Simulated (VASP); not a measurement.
# Ta (Cmcm) in VASP: a series of runs

Ta is run at these levels: PBE; tasks: single point.

Everything below comes from runs of VASP 6.6.1. Logs are shortened: lines on timing, memory, paths and dates and some standing lists are left out, and cuts for length are marked.

### Step 1. The cell of the first run

It takes space group Cmcm (No. 63, orthorhombic). The conventional cell has a = 3.303 Å, b = 4.671 Å, c = 4.671 Å, α = 90.00°, β = 90.00°, γ = 90.00°. Within 3.8 Å of Ta (site symmetry m2m) lie 14 Ta at 2.86 to 3.37 Å.

### Step 2. Single point, PBE (atoms displaced along a vibrational mode)

File INCAR:

```
SYSTEM = Ta
PREC = Accurate
ENCUT = 500
EDIFF = 1E-6
ISMEAR = 0
SIGMA = 0.15
LREAL = .False.
LASPH = .True.
NELM = 120
ALGO = Normal
ISIF = 2
LWAVE = .False.
LCHARG = .False.
GGA = PE
NBANDS = 18
GGA_COMPAT = .False.
```

File KPOINTS:

```
Automatic mesh
0
Gamma
  18 18 10
  0 0 0
```

File POSCAR:

```
Ta
1.0
   -1.6512800000      1.6512800000      1.6512800000
    1.6512800000     -1.6512800000      1.6512800000
    3.3025600000      3.3025600000      0.0000000000
Ta
2
Direct
   -0.0096348909      0.0096348909      0.0000000000
    0.5096348909      0.4903651091      0.5000000000
```

Potentials or basis: VASP PAW PBE potentials, release 64 (Ta_pv).

Started as:

```
$ cat potpaw_PBE.64/Ta_pv/POTCAR > POTCAR
$ mpirun -np 1 vasp_std > vasp.out
```

OUTCAR:

```text
SYSTEM = Ta
   PREC = Accurate
   ENCUT = 500
   EDIFF = 1E-6
   ISMEAR = 0
   LREAL = .False.
   LASPH = .True.
   NELM = 120
   ISIF = 2
   GGA = PE

 ion  position               nearest neighbor table
   1  0.990  0.010  0.000-   2 2.86   2 2.86   2 2.86   2 2.86   2 3.24   2 3.24   2 3.37   2 3.37

   2  0.510  0.490  0.500-   1 2.86   1 2.86   1 2.86   1 2.86   1 3.24   1 3.24   1 3.37   1 3.37

  LATTYP: Found a base centered orthorhombic cell.
 ALAT       =     3.3025600000
 B/A-ratio  =     1.4142135624
 C/A-ratio  =     1.4142135624

  Lattice vectors:

 A1 = (  -1.6512800000,   1.6512800000,   1.6512800000)
 A2 = (   1.6512800000,  -1.6512800000,   1.6512800000)
 A3 = (   3.3025600000,   3.3025600000,   0.0000000000)

Analysis of symmetry for initial positions (statically):
=====================================================================
 Subroutine PRICEL returns:
 Original cell was already a primitive cell.

 Routine SETGRP: Setting up the symmetry group for a
 base centered orthorhombic supercell.

 Subroutine GETGRP returns: Found  8 space group operations
 (whereof  4 operations were pure point group operations)
 out of a pool of  8 trial point group operations.

The static configuration has the point symmetry C_2v.
 The point group associated with its full space group is D_2h.

Analysis of symmetry for dynamics (positions and initial velocities):
=====================================================================
 Subroutine PRICEL returns:
 Original cell was already a primitive cell.

 Routine SETGRP: Setting up the symmetry group for a
 base centered orthorhombic supercell.

 Subroutine GETGRP returns: Found  8 space group operations
 (whereof  4 operations were pure point group operations)
 out of a pool of  8 trial point group operations.

The dynamic configuration has the point symmetry C_2v.
 The point group associated with its full space group is D_2h.

 Subroutine INISYM returns: Found  8 space group operations
 (whereof  4 operations are pure point group operations),
 and found     1 'primitive' translations

----------------------------------------------------------------------------------------

                                     Primitive cell

  volume of cell :      36.0207

  direct lattice vectors                    reciprocal lattice vectors
    -1.651280000  1.651280000  1.651280000    -0.151397704  0.151397704  0.302795407
[... 85 lines left out ...]
   NELM   =    120;   NELMIN=  2; NELMDL= -5     # of ELM steps
   EDIFF  = 0.1E-05   stopping-criterion for ELM
   LREAL  =      F    real-space projection
   EDIFFG = 0.1E-04   stopping-criterion for IOM
   NSW    =      0    number of steps for IOM
   IBRION =     -1    ionic relax: 0-MD 1-quasi-New 2-CG
   NFREE  =      0    steps in history (QN), initial steepest desc. (CG)
   ISIF   =      2    stress and relaxation
   ISYM   =      2    0-nonsym 1-usesym 2-fastsym
   POTIM  = 0.5000    time-step for ionic-motion
   TEBEG  =    0.0;   TEEND  =   0.0 temperature during run
   PSTRESS=    0.0 pullay stress
   NELECT =      22.0000    total number of electrons
   NUPDOWN=      -1.0000    fix difference up-down
   EMIN   =  10.00;   EMAX   =-10.00  energy-range for DOS
   EFERMI =   0.00;   METHOD = LEGACY
   ISMEAR =     0;   SIGMA  =   0.15  broadening in eV -4-tet -1-fermi 0-gaus
   EFERMI_NEDOS =   21; number of points for ismear=-14 and -15
   IALGO  =     38    algorithm
   IMIX   =      4    mixing-type and parameters
     AMIX     =   0.40;   BMIX     =  1.00
     AMIX_MAG =   1.60;   BMIX_MAG =  1.00
  volume/ion in A,a.u.               =      18.01       121.54
  Fermi-wavevector in a.u.,A,eV,Ry     =   1.388988  2.624806 26.249534  1.929286
  Thomas-Fermi vector in A             =   2.513061
   LORBIT       =      0    0 simple, 1 ext, 2 COOP (PROOUT), +10 PAW based schemes
   GGA     = PE    functional components
   LHFCALC =     F    Hartree Fock is set to
   AEXX    =    0.0000 exact exchange contribution
   IVDW    =     0    specifies the selected vdW correction
   LEPSILON=     F    determine dielectric tensor
   LRPA    =     F    only Hartree local field effects (RPA)
 non-spin polarized calculation
 Gauss-broadening in eV      SIGMA  =   0.15
  energy-cutoff  :      500.00
  volume of cell :       36.02
 maximum number of plane-waves:       932
 NGX is ok and might be reduce to    24
   NGX = 11   NGY = 11   NGZ = 17

 number of electron      22.0000006 magnetization

 Free energy of the ion-electron system (eV)
  ---------------------------------------------------
  ext. energy  EPLUGINS =         0.00000000
  ---------------------------------------------------
  free energy    TOTEN  =       -23.62306197 eV

  energy without entropy =      -23.59343558  energy(sigma->0) =      -23.60824878

 E-fermi :   5.5059     XC(G=0): -12.6181

 val. band max:        5.5052295162   @ k =   0.1667   0.1667   0.2000
 cond. band min:       5.5063470853   @ k =  -0.3333   0.2778   0.3000
 fundamental gap:      0.0011175692
 Fermi energy:         5.5058872618

 k-point     1 :       0.0000    0.0000    0.0000
  band No.  band energies     occupation
      1     -28.7552      2.00000
      2     -27.9607      2.00000
      3     -27.5925      2.00000
      4     -27.5841      2.00000
      5     -27.5819      2.00000
      6     -27.5813      2.00000
[... 481 lines left out ...]
      5     -27.6408      2.00000
      6     -27.6198      2.00000
[... 10 lines left out ...]
     17      10.9308      0.00000
     18      14.8709      0.00000

 [... further k-points ...]

------------------------ aborting loop because EDIFF is reached ----------------------------------------

  FORCE on cell =-STRESS in cart. coord.  units (eV):
  Direction    XX          YY          ZZ          XY          YZ          ZX
  --------------------------------------------------------------------------------------
  -------------------------------------------------------------------------------------
  Total        0.7281113      0.7281113      0.7338445      0.0201193      0.0000000      0.0000000
  in kB       32.3859196     32.3859196     32.6409275      0.8948955      0.0000000      0.0000000
  external PRESSURE =      32.4709222 kB  Pullay stress =       0.0000000 kB

 VOLUME and BASIS-vectors are now :
 -----------------------------------------------------------------------------
  energy-cutoff  :      500.00
  volume of cell :       36.02
      direct lattice vectors                 reciprocal lattice vectors
    -1.651280000  1.651280000  1.651280000    -0.151397704  0.151397704  0.302795407
     1.651280000 -1.651280000  1.651280000     0.151397704 -0.151397704  0.302795407
     3.302560000  3.302560000  0.000000000     0.151397704  0.151397704  0.000000000

 POSITION                                       TOTAL-FORCE (eV/Angst)
 -----------------------------------------------------------------------------------
     -1.61946      1.61946      1.65128        -0.174791      0.174791      0.000000
      1.61946      1.68310      1.65128         0.174791     -0.174791      0.000000
 -----------------------------------------------------------------------------------
    total drift:                               -0.000000     -0.000000     -0.000000

  FREE ENERGIE OF THE ION-ELECTRON SYSTEM (eV)
  ---------------------------------------------------
  free  energy   TOTEN  =       -23.6230619697 eV

  energy  without entropy=      -23.5934355848  energy(sigma->0) =      -23.60824878
```

OSZICAR:

```text
N       E                     dE             d eps       ncg     rms          rms(c)
DAV:   1     0.168577233463E+03    0.16858E+03   -0.12230E+04 19664   0.122E+03
DAV:   2    -0.202879446000E+02   -0.18887E+03   -0.18564E+03 24522   0.353E+02
DAV:   3    -0.245141323220E+02   -0.42262E+01   -0.41665E+01 22804   0.498E+01
DAV:   4    -0.245437972644E+02   -0.29665E-01   -0.29623E-01 21984   0.442E+00
DAV:   5    -0.245440103230E+02   -0.21306E-03   -0.21305E-03 21846   0.357E-01    0.191E+01
DAV:   6    -0.238379312087E+02    0.70608E+00   -0.74285E-01 21568   0.769E+00    0.937E+00
DAV:   7    -0.236254036013E+02    0.21253E+00   -0.64343E-01 21966   0.677E+00    0.518E-01
DAV:   8    -0.236231251021E+02    0.22785E-02   -0.11544E-02 21778   0.955E-01    0.146E-01
DAV:   9    -0.236230754050E+02    0.49697E-04   -0.28547E-04 21918   0.158E-01    0.401E-02
DAV:  10    -0.236230619533E+02    0.13452E-04   -0.25845E-05 23920   0.496E-02    0.128E-02
DAV:  11    -0.236230619697E+02   -0.16441E-07   -0.28146E-06 18218   0.162E-02
   1 F= -.23623062E+02 E0= -.23608249E+02  d E =-.296264E-01
```

Wall time 4.8 min (1 thread of Intel Xeon 8259CL, shared host); peak memory 0.38 GiB.

What came out:

| Item | Value |
| --- | --- |
| Free energy | -23.6231 eV |
| Pressure | 3.2 GPa |
| Largest force | 0.247 eV/Å |
| Band gap on the k mesh | zero (bands 11 and 12 overlap by 2.86 eV) |

Forces on the atoms (eV/Å):
```
Ta  -0.175  0.175  0.000
Ta   0.175 -0.175  0.000
```

Caveat: the cell differs from its parent crystal (atoms displaced along a vibrational mode); the cell stands under pressure; spin-orbit coupling is left out, which moves the levels of the heavy elements.

### Step 3. Single point, PBE (atoms displaced along a vibrational mode)

File INCAR:

```
ALGO     = Normal         # electronic algorithm
EDIFF    = 1E-6           # SCF threshold, eV
ENCUT    = 500            # plane-wave cutoff, eV
GGA      = PE             # functional
GGA_COMPAT= False        
ISIF     = 2              # what is computed and relaxed
ISMEAR   = 0              # smearing method
LASPH    = True           # aspherical terms in the spheres
LCHARG   = False          # write CHGCAR
LREAL    = False          # projectors in reciprocal space
LWAVE    = False          # write WAVECAR
NBANDS   = 18             # bands
NELM     = 120            # most SCF steps
PREC     = Accurate       # precision mode
SIGMA    = 0.15           # smearing width, eV
```

File KPOINTS:

```
k-points
0
Gamma
  18 18 10
```

File POSCAR:

```
Ta
1.0
   -1.6512800000      1.6512800000      1.6512800000
    1.6512800000     -1.6512800000      1.6512800000
    3.3025600000      3.3025600000      0.0000000000
Ta
2
Direct
   -0.0032116303      0.0032116303      0.0000000000
    0.5032116303      0.4967883697      0.5000000000
```

Potentials or basis: VASP PAW PBE potentials, release 64 (Ta_pv).

Started as:

```
$ cat potpaw_PBE.64/Ta_pv/POTCAR > POTCAR
$ mpirun -np 1 vasp_std > vasp.out
```

OUTCAR:

```text
EDIFF = 1E-6
   ENCUT = 500
   GGA = PE
   ISIF = 2
   ISMEAR = 0
   LASPH = True
   LREAL = False
   NELM = 120
   PREC = Accurate

 ion  position               nearest neighbor table
   1  0.997  0.003  0.000-   2 2.86   2 2.86   2 2.86   2 2.86   2 3.28   2 3.28   2 3.32   2 3.32

   2  0.503  0.497  0.500-   1 2.86   1 2.86   1 2.86   1 2.86   1 3.28   1 3.28   1 3.32   1 3.32

  LATTYP: Found a base centered orthorhombic cell.
 ALAT       =     3.3025600000
 B/A-ratio  =     1.4142135624
[... 698 lines left out ...]
------------------------ aborting loop because EDIFF is reached ----------------------------------------

  FORCE on cell =-STRESS in cart. coord.  units (eV):
  Direction    XX          YY          ZZ          XY          YZ          ZX
  --------------------------------------------------------------------------------------
  -------------------------------------------------------------------------------------
  Total        0.7104120      0.7104120      0.7065914      0.0283751      0.0000000      0.0000000
  in kB       31.5986652     31.5986652     31.4287251      1.2621059      0.0000000      0.0000000
  external PRESSURE =      31.5420185 kB  Pullay stress =       0.0000000 kB

 VOLUME and BASIS-vectors are now :
 -----------------------------------------------------------------------------
  energy-cutoff  :      500.00
  volume of cell :       36.02
      direct lattice vectors                 reciprocal lattice vectors
    -1.651280000  1.651280000  1.651280000    -0.151397704  0.151397704  0.302795407
     1.651280000 -1.651280000  1.651280000     0.151397704 -0.151397704  0.302795407
     3.302560000  3.302560000  0.000000000     0.151397704  0.151397704  0.000000000

 POSITION                                       TOTAL-FORCE (eV/Angst)
 -----------------------------------------------------------------------------------
     -1.64067      1.64067      1.65128        -0.058276      0.058276      0.000000
      1.64067      1.66189      1.65128         0.058276     -0.058276      0.000000
 -----------------------------------------------------------------------------------
    total drift:                               -0.000000      0.000000     -0.000000

  FREE ENERGIE OF THE ION-ELECTRON SYSTEM (eV)
  ---------------------------------------------------
  free  energy   TOTEN  =       -23.6329495634 eV

  energy  without entropy=      -23.6037222760  energy(sigma->0) =      -23.61833592
```

It took 4.3 min on 1 thread of Intel Xeon 8259CL, shared host; peak memory 0.38 GiB.

Results:

```
Free energy            : -23.6329 eV
Pressure               : 3.2 GPa
Largest force          : 0.082 eV/Å
Band gap on the k mesh : zero (bands 11 and 12 overlap by 2.94 eV)
```

Forces in eV/Å, atoms in the order of the input:
```
Ta  -0.058  0.058  0.000
Ta   0.058 -0.058  0.000
```

Caveat: the cell differs from its parent crystal (atoms displaced along a vibrational mode); the cell stands under pressure; spin-orbit coupling is left out, which moves the levels of the heavy elements.
